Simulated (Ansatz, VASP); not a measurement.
HfN in VASP and in Ansatz

The input INCAR:

```
SYSTEM = HfN
ALGO     = Normal         ! electronic algorithm
EDIFF    = 1E-6           ! SCF threshold, eV
ENCUT    = 520            ! plane-wave cutoff, eV
GGA      = PE             ! functional
ISIF     = 2              ! what is computed and relaxed
ISMEAR   = 0              ! smearing method
LASPH    = .TRUE.         ! aspherical terms in the spheres
LCHARG   = .FALSE.        ! write CHGCAR
LREAL    = .FALSE.        ! projectors in reciprocal space
LWAVE    = .FALSE.        ! write WAVECAR
NBANDS   = 23             ! bands
NELM     = 80             ! most SCF steps
PREC     = Accurate       ! precision mode
SIGMA    = 0.05           ! smearing width, eV
```

KPOINTS

```
k-points
0
G
  18 18 8
  0 0 0
```

The input POSCAR:

```
HfN
1.0
    3.1339080200      0.0000000000      0.0000000000
   -1.5669540100      2.7140439600      0.0000000000
    0.0000000000      0.0000000000      5.4167677200
Hf N
2 2
Direct
    0.6666666700      0.3333333300      0.7500000000
    0.3333333300      0.6666666700      0.2500000000
    0.0000000000      0.0000000000      0.0000000000
    0.0000000000      0.0000000000      0.5000000000
```

Input for Ansatz:

```yaml
crystal:
  lattice:
    - [3.13390802, 0.0, 0.0]
    - [-1.56695401, 2.71404396, 0.0]
    - [0.0, 0.0, 5.41676772]
  atoms:
    - { symbol: Hf, position: [0.66666667, 0.33333333, 0.75] }
    - { symbol: Hf, position: [0.33333333, 0.66666667, 0.25] }
    - { symbol: "N", position: [0.0, 0.0, 0.0] }
    - { symbol: "N", position: [0.0, 0.0, 0.5] }
basis:
  ecutwfc: 420
kpoints:
  mp_grid: { grid: [18, 18, 8] }
hamiltonian:
  xc: pbe
scf:
  occupations: { method: gaussian, width: 0.05 }
output:
  forces: true
  eigenvalues: true
  eigenstates:
    nscf_kmesh: { grid: [36, 36, 16] }
    top_band: c6
    de_dk: true
    localisation: true
  stress: true
checkpoint:
  write: ck
  compress: false
  write_wavefunctions: false
  write_every: 100000
```

Alike in both runs: task single point; functional PBE; k mesh 18 × 18 × 8; occupations gaussian, width 0.05 eV; no spin polarisation.

```csv
,VASP,Ansatz
version,VASP 6.6.1,Ansatz 0.2.0
potentials or method,"VASP PAW PBE potentials, release 64 (Hf_pv, N), cutoff 520 eV","scalar-relativistic, plane waves, PAW"
valence electrons in the cell,30,62
```

```csv
,VASP,Ansatz,Ansatz less VASP
pressure (GPa),3.8,6.1,+2.29
"traceless stress, the component that is largest in VASP (GPa)",-0.38,-0.43,-0.044
```

VASP's potentials hold 30 valence electrons a cell and Ansatz's 62, so a difference there can come from the potentials and not from the codes.

Spin-orbit coupling is off throughout.
